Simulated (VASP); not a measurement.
# Cu (I4/mmm) in VASP: further runs

Runs on Cu. Level: PBEsol. Tasks: single point.

Everything below comes from runs of VASP 6.6.1. Logs are shortened: lines on timing, memory, paths and dates and some standing lists are left out, and cuts for length are marked.

### 1 The cell of the first run

Symmetry: I4/mmm, No. 139, tetragonal system. The conventional cell has a = 2.741 Å, b = 2.741 Å, c = 2.821 Å, α = 90.00°, β = 90.00°, γ = 90.00°. Within 3.2 Å of Cu (site symmetry 4/mmm) lie 14 Cu at 2.40 to 2.82 Å.

### 2 Single point, PBEsol (strain -0.050 along x and y, +0.025 along z)

Contents of INCAR:

```
SYSTEM = Cu
PREC = Accurate ; ENCUT = 520
EDIFF = 1E-6 ; ISMEAR = 0
SIGMA = 0.15 ; LREAL = .False.
LASPH = .True. ; NELM = 60
ALGO = Normal ; ISIF = 2
LWAVE = .False. ; LCHARG = .False.
GGA = PS ; NBANDS = 12
```

Contents of KPOINTS:

```
Automatic mesh
0
Gamma
  24 24 24
  0 0 0
```

Contents of POSCAR:

```
Cu
1.0
   -1.3706536540      1.3706536540      1.4104834862
    1.3706536540     -1.3706536540      1.4104834862
    1.3706536540      1.3706536540     -1.4104834862
Cu
1
Direct
    0.0000000000      0.0000000000      0.0000000000
```

Potentials or basis: VASP PAW PBE potentials, release 64 (Cu).

On the command line:

```console
$ cat potpaw_PBE.64/Cu/POTCAR > POTCAR
$ mpirun -np 1 vasp_std > vasp.out
```

OUTCAR:

```text
SYSTEM = Cu
   PREC = Accurate
   ENCUT = 520
   EDIFF = 1E-6
   ISMEAR = 0
   LREAL = .False.
   LASPH = .True.
   NELM = 60
   ISIF = 2
   GGA = PS

 ion  position               nearest neighbor table
   1  0.000  0.000  0.000-

  LATTYP: Found a body centered tetragonal cell.
 ALAT       =     2.7413073080
 C/A-ratio  =     1.0290590056

  Lattice vectors:

 A1 = (  -1.3706536540,   1.3706536540,   1.4104834862)
 A2 = (   1.3706536540,  -1.3706536540,   1.4104834862)
 A3 = (   1.3706536540,   1.3706536540,  -1.4104834862)

Analysis of symmetry for initial positions (statically):
=====================================================================
 Subroutine PRICEL returns:
 Original cell was already a primitive cell.

 Routine SETGRP: Setting up the symmetry group for a
 body centered tetragonal supercell.

 Subroutine GETGRP returns: Found 16 space group operations
 (whereof 16 operations were pure point group operations)
 out of a pool of 16 trial point group operations.

The static configuration has the point symmetry D_4h.

Analysis of symmetry for dynamics (positions and initial velocities):
=====================================================================
 Subroutine PRICEL returns:
 Original cell was already a primitive cell.

 Routine SETGRP: Setting up the symmetry group for a
 body centered tetragonal supercell.

 Subroutine GETGRP returns: Found 16 space group operations
 (whereof 16 operations were pure point group operations)
 out of a pool of 16 trial point group operations.

The dynamic configuration has the point symmetry D_4h.

 Subroutine INISYM returns: Found 16 space group operations
 (whereof 16 operations are pure point group operations),
 and found     1 'primitive' translations

----------------------------------------------------------------------------------------

                                     Primitive cell

  volume of cell :      10.5995

  direct lattice vectors                    reciprocal lattice vectors
    -1.370653654  1.370653654  1.410483486     0.000000000  0.364789455  0.354488376
     1.370653654 -1.370653654  1.410483486     0.364789455  0.000000000  0.354488376
     1.370653654  1.370653654 -1.410483486     0.364789455  0.364789455  0.000000000

  length of vectors
     2.397258130  2.397258130  2.397258130     0.508658388  0.508658388  0.515890195

  position of ions in fractional coordinates (direct lattice)
     0.000000000  0.000000000  0.000000000

  ion indices of the primitive-cell ions
   primitive index   ion index
                 1           1

----------------------------------------------------------------------------------------

 KPOINTS: Automatic mesh

Automatic generation of k-mesh.
 Grid dimensions read from file:
 generate k-points for:   24   24   24

 Generating k-lattice:

  Cartesian coordinates                     Fractional coordinates (reciprocal lattice)
     0.000000000  0.015199561  0.014770349     0.041666667  0.000000000  0.000000000
     0.015199561  0.000000000  0.014770349     0.000000000  0.041666667  0.000000000
     0.015199561  0.015199561  0.000000000     0.000000000  0.000000000  0.041666667

  Length of vectors
     0.021194099  0.021194099  0.021495425

  Shift w.r.t. Gamma in fractional coordinates (k-lattice)
     0.000000000  0.000000000  0.000000000

 Subroutine IBZKPT returns following result:
 ===========================================

 Found   1063 irreducible k-points:

 Following reciprocal coordinates:
            Coordinates               Weight
  0.000000  0.000000  0.000000      1.000000
  0.041667  0.000000 -0.000000      8.000000
  0.083333 -0.000000  0.000000      8.000000
  0.125000  0.000000 -0.000000      8.000000
  0.166667  0.000000 -0.000000      8.000000
  0.208333  0.000000 -0.000000      8.000000
[... 16 lines left out ...]
  0.416667  0.041667  0.000000     16.000000
  0.458333  0.041667 -0.000000     16.000000
 [... further k-points ...]
   k-points           NKPTS =   1063   k-points in BZ     NKDIM =   1063   number of bands    NBANDS=     12
   number of dos      NEDOS =    301   number of ions     NIONS =      1
   total plane-waves  NPLWV =   5832
   dimension x,y,z NGX =    18 NGY =   18 NGZ =   18
   dimension x,y,z NGXF=    36 NGYF=   36 NGZF=   36
   ions per type =               1
   NGX,Y,Z   is equivalent  to a cutoff of  12.48, 12.48, 12.48 a.u.
   NGXF,Y,Z  is equivalent  to a cutoff of  24.97, 24.97, 24.97 a.u.
 SYSTEM =  Cu
   PREC   = accura    normal or accurate (medium, high low for compatibility)
   ISTART =      0    job   : 0-new  1-cont  2-samecut
   ICHARG =      2    charge: 1-file 2-atom 10-const
   ISPIN  =      1    spin polarized calculation?
   LNONCOLLINEAR =      F non collinear calculations
   LSORBIT =      F    spin-orbit coupling
   LASPH  =      T    aspherical Exc in radial PAW
   ENCUT  =  520.0 eV  38.22 Ry    6.18 a.u.   4.46  4.46  4.46*2*pi/ulx,y,z
   NELM   =     60;   NELMIN=  2; NELMDL= -5     # of ELM steps
   EDIFF  = 0.1E-05   stopping-criterion for ELM
   LREAL  =      F    real-space projection
   EDIFFG = 0.1E-04   stopping-criterion for IOM
   NSW    =      0    number of steps for IOM
   IBRION =     -1    ionic relax: 0-MD 1-quasi-New 2-CG
   NFREE  =      0    steps in history (QN), initial steepest desc. (CG)
   ISIF   =      2    stress and relaxation
   ISYM   =      2    0-nonsym 1-usesym 2-fastsym
   POTIM  = 0.5000    time-step for ionic-motion
   TEBEG  =    0.0;   TEEND  =   0.0 temperature during run
   PSTRESS=    0.0 pullay stress
   NELECT =      11.0000    total number of electrons
   NUPDOWN=      -1.0000    fix difference up-down
   EMIN   =  10.00;   EMAX   =-10.00  energy-range for DOS
   EFERMI =   0.00;   METHOD = LEGACY
   ISMEAR =     0;   SIGMA  =   0.15  broadening in eV -4-tet -1-fermi 0-gaus
   EFERMI_NEDOS =   21; number of points for ismear=-14 and -15
   IALGO  =     38    algorithm
   IMIX   =      4    mixing-type and parameters
     AMIX     =   0.40;   BMIX     =  1.00
     AMIX_MAG =   1.60;   BMIX_MAG =  1.00
  volume/ion in A,a.u.               =      10.60        71.53
  Fermi-wavevector in a.u.,A,eV,Ry     =   1.657466  3.132156 37.377828  2.747193
  Thomas-Fermi vector in A             =   2.745214
   LORBIT       =      0    0 simple, 1 ext, 2 COOP (PROOUT), +10 PAW based schemes
   GGA     = PS    functional components
   LHFCALC =     F    Hartree Fock is set to
   AEXX    =    0.0000 exact exchange contribution
   IVDW    =     0    specifies the selected vdW correction
   LEPSILON=     F    determine dielectric tensor
   LRPA    =     F    only Hartree local field effects (RPA)
 non-spin polarized calculation
 Gauss-broadening in eV      SIGMA  =   0.15
  energy-cutoff  :      520.00
  volume of cell :       10.60
 maximum number of plane-waves:       313
 NGX is ok and might be reduce to    18
   NGX =  9   NGY =  9   NGZ =  9

 number of electron      11.0000015 magnetization

 Free energy of the ion-electron system (eV)
  ---------------------------------------------------
  ext. energy  EPLUGINS =         0.00000000
  ---------------------------------------------------
  free energy    TOTEN  =        -4.23783322 eV

  energy without entropy =       -4.23393023  energy(sigma->0) =       -4.23588172

 E-fermi :   8.8297     XC(G=0): -13.5538

 val. band max:        8.8241793112   @ k =   0.5000   0.1250   0.0417
 cond. band min:       8.8322808625   @ k =   0.2917   0.1250   0.0833
 fundamental gap:      0.0081015513
 Fermi energy:         8.8296775650

 k-point     1 :       0.0000    0.0000    0.0000
  band No.  band energies     occupation
      1      -1.4260      2.00000
      2       5.3046      2.00000
      3       5.3046      2.00000
      4       5.4309      2.00000
      5       6.4705      2.00000
      6       6.6027      2.00000
      7      34.4776      0.00000
      8      35.1006      0.00000
      9      35.1006      0.00000
     10      39.1956      0.00000
     11      39.3222      0.00000
     12      39.7573      0.00000

 k-point     2 :       0.0417    0.0000   -0.0000
  band No.  band energies     occupation
      1      -1.3542      2.00000
      2       5.3045      2.00000
      3       5.3097      2.00000
      4       5.4413      2.00000
      5       6.4598      2.00000
      6       6.5985      2.00000
      7      33.9144      0.00000
      8      34.7516      0.00000
      9      34.9461      0.00000
     10      38.2137      0.00000
     11      38.6438      0.00000
     12      38.8314      0.00000

 k-point     3 :       0.0833   -0.0000    0.0000
  band No.  band energies     occupation
      1      -1.1400      2.00000
      2       5.2933      2.00000
      3       5.3020      2.00000
      4       5.5037      2.00000
      5       6.4280      2.00000
      6       6.5903      2.00000
      7      32.1689      0.00000
      8      34.2079      0.00000
      9      34.5574      0.00000
     10      37.2934      0.00000
     11      37.4018      0.00000
     12      37.8529      0.00000
[... 286 lines left out ...]
 k-point    23 :       0.4167    0.0417    0.0000
  band No.  band energies     occupation
      1       3.0721      2.00000
      2       4.5895      2.00000
      3       6.4089      2.00000
      4       6.4992      2.00000
      5       6.9535      2.00000
      6       7.7044      2.00000
      7      14.7543      0.00000
      8      27.0064      0.00000
      9      28.0312      0.00000
     10      32.3621      0.00000
     11      35.7224      0.00000
     12      43.6072      0.00000

 k-point    24 :       0.4583    0.0417   -0.0000
  band No.  band energies     occupation
      1       3.1315      2.00000
      2       4.5631      2.00000
      3       6.4271      2.00000
      4       6.5747      2.00000
      5       7.1402      2.00000
      6       8.1259      2.00000
      7      13.8135      0.00000
      8      26.8606      0.00000
      9      27.8125      0.00000
     10      32.2871      0.00000
     11      35.6948      0.00000
     12      43.5161      0.00000

 [... further k-points ...]
[... 5 lines left out ...]
  --------------------------------------------------------------------------------------
  -------------------------------------------------------------------------------------
  Total        0.9401554      0.9401554      0.9617692      0.0000000      0.0000000      0.0000000
  in kB      142.1107044    142.1107044    145.3777740      0.0000000      0.0000000      0.0000000
  external PRESSURE =     143.1997276 kB  Pullay stress =       0.0000000 kB

 VOLUME and BASIS-vectors are now :
 -----------------------------------------------------------------------------
  energy-cutoff  :      520.00
  volume of cell :       10.60
      direct lattice vectors                 reciprocal lattice vectors
    -1.370653654  1.370653654  1.410483486     0.000000000  0.364789455  0.354488376
     1.370653654 -1.370653654  1.410483486     0.364789455  0.000000000  0.354488376
     1.370653654  1.370653654 -1.410483486     0.364789455  0.364789455  0.000000000

 POSITION                                       TOTAL-FORCE (eV/Angst)
 -----------------------------------------------------------------------------------
      0.00000      0.00000      0.00000         0.000000     -0.000000     -0.000000
 -----------------------------------------------------------------------------------
    total drift:                                0.000000     -0.000000      0.000000

  FREE ENERGIE OF THE ION-ELECTRON SYSTEM (eV)
  ---------------------------------------------------
  free  energy   TOTEN  =        -4.2378332160 eV

  energy  without entropy=       -4.2339302290  energy(sigma->0) =       -4.23588172
```

Run time: 3.2 min. Hardware: 1 thread of AMD EPYC 7R13, shared host; peak memory 0.21 GiB.

What came out:

```
Free energy : -4.2378 eV
Pressure    : 14.3 GPa
```

Caveat: the cell differs from its parent crystal (strain -0.050 along x and y, +0.025 along z); the PAW data sets were made with another functional, which shifts forces and pressure a little.

### 3 Single point, PBEsol (strain -0.025 along x and y, -0.025 along z)

Contents of INCAR:

```
SYSTEM = Cu
ALGO     = Normal         ! electronic algorithm
EDIFF    = 1E-6           ! SCF threshold, eV
ENCUT    = 520            ! plane-wave cutoff, eV
GGA      = PS             ! functional
ISIF     = 2              ! what is computed and relaxed
ISMEAR   = 0              ! smearing method
LASPH    = .TRUE.         ! aspherical terms in the spheres
LCHARG   = .TRUE.         ! write CHGCAR
LELF     = .TRUE.         ! ELF
LREAL    = .FALSE.        ! projectors in reciprocal space
LVHAR    = .TRUE.       
LWAVE    = .FALSE.        ! write WAVECAR
NBANDS   = 12             ! bands
NELM     = 60             ! most SCF steps
PREC     = Accurate       ! precision mode
SIGMA    = 0.15           ! smearing width, eV
```

Contents of KPOINTS:

```
k-points
0
G
  24 24 24
  0 0 0
```

Contents of POSCAR:

```
Cu
1.0
   -1.4067234870      1.4067234870      1.3416794138
    1.4067234870     -1.4067234870      1.3416794138
    1.4067234870      1.4067234870     -1.3416794138
Cu
1
Direct
    0.0000000000      0.0000000000      0.0000000000
```

Potentials or basis: VASP PAW PBE potentials, release 64 (Cu).

On the command line:

```console
$ cat potpaw_PBE.64/Cu/POTCAR > POTCAR
$ mpirun -np 1 vasp_std > vasp.out
```

Wall time 2.8 min (1 thread of AMD EPYC 7R13, shared host); peak memory 0.2 GiB.

The run converged. Its results:

| Quantity | Value |
| --- | --- |
| Free energy | -4.2394 eV |
| Pressure | 13.9 GPa |

Stress tensor (GPa, compression positive):
```
13.85  0.00  0.00
 0.00 13.85  0.00
 0.00  0.00 14.06
```

Levels at points of the mesh, in eV from the Fermi level:
| k point | band 2 | band 3 | band 4 | band 5 | band 6 | band 7 | band 8 | band 9 | band 10 | band 11 |
| --- | --- | --- | --- | --- | --- | --- | --- | --- | --- | --- |
| (0.00, 0.00, 0.00) | -3.62 | -3.40 | -3.40 | -2.41 | -2.18 | 25.59 | 25.59 | 26.86 | 30.12 | 30.67 |
| (0.50, 0.00, 0.00) | -4.41 | -2.31 | -2.06 | -1.42 | -0.78 | 5.12 | 17.94 | 18.38 | 22.28 | 25.77 |
| (0.50, 0.50, 0.00) | -4.13 | -2.49 | -2.21 | -1.45 | -1.17 | 4.57 | 19.21 | 19.90 | 23.49 | 26.88 |
| (0.50, 0.50, 0.50) | -5.27 | -1.64 | -1.64 | -1.59 | 8.00 | 8.00 | 9.94 | 13.91 | 14.67 | 18.15 |

Caveat: the cell differs from its parent crystal (strain -0.025 along x and y, -0.025 along z); the PAW data sets were made with another functional, which shifts forces and pressure a little.

### 4 Single point, PBEsol (strain -0.050 along x and y, +0.050 along z)

Contents of INCAR:

```
SYSTEM = Cu
ALGO = Normal
EDIFF = 1E-6
ENCUT = 520
GGA = PS
ISIF = 2
ISMEAR = 0
LASPH = .TRUE.
LCHARG = .FALSE.
LREAL = .FALSE.
LWAVE = .FALSE.
NBANDS = 12
NELM = 80
PREC = Accurate
SIGMA = 0.15
```

KPOINTS is that of step 3.

Contents of POSCAR:

```
Cu
1.0
   -1.3706536540      1.3706536540      1.4448855225
    1.3706536540     -1.3706536540      1.4448855225
    1.3706536540      1.3706536540     -1.4448855225
Cu
1
Direct
    0.0000000000      0.0000000000      0.0000000000
```

On the command line:

```console
$ cat potpaw_PBE.64/Cu/POTCAR > POTCAR
$ mpirun -np 1 vasp_std > vasp.out
```

Wall time 2.9 min (1 thread of AMD EPYC 7R13, shared host); peak memory 0.21 GiB.

It converged, with:

```yaml
Free_energy: -4.2575 eV
Pressure: 9.1 GPa
```

Stress tensor (GPa, compression positive):
```
8.77 0.00 0.00
0.00 8.77 0.00
0.00 0.00 9.70
```

Levels at points of the mesh, in eV from the Fermi level:
| k point | band 4 | band 5 | band 6 | band 7 | band 8 | band 9 |
| --- | --- | --- | --- | --- | --- | --- |
| (0.00, 0.00, 0.00) | -3.24 | -2.37 | -2.14 | 25.10 | 26.14 | 26.14 |
| (0.50, 0.00, 0.00) | -2.10 | -1.43 | -0.99 | 4.61 | 18.64 | 19.13 |
| (0.50, 0.50, 0.00) | -2.04 | -1.39 | -0.57 | 5.20 | 17.27 | 17.52 |
| (0.50, 0.50, 0.50) | -1.58 | -1.58 | 7.18 | 9.23 | 9.23 | 13.44 |

Caveat: the cell differs from its parent crystal (strain -0.050 along x and y, +0.050 along z); the PAW data sets were made with another functional, which shifts forces and pressure a little.

(Continued in part 2 of 2.)
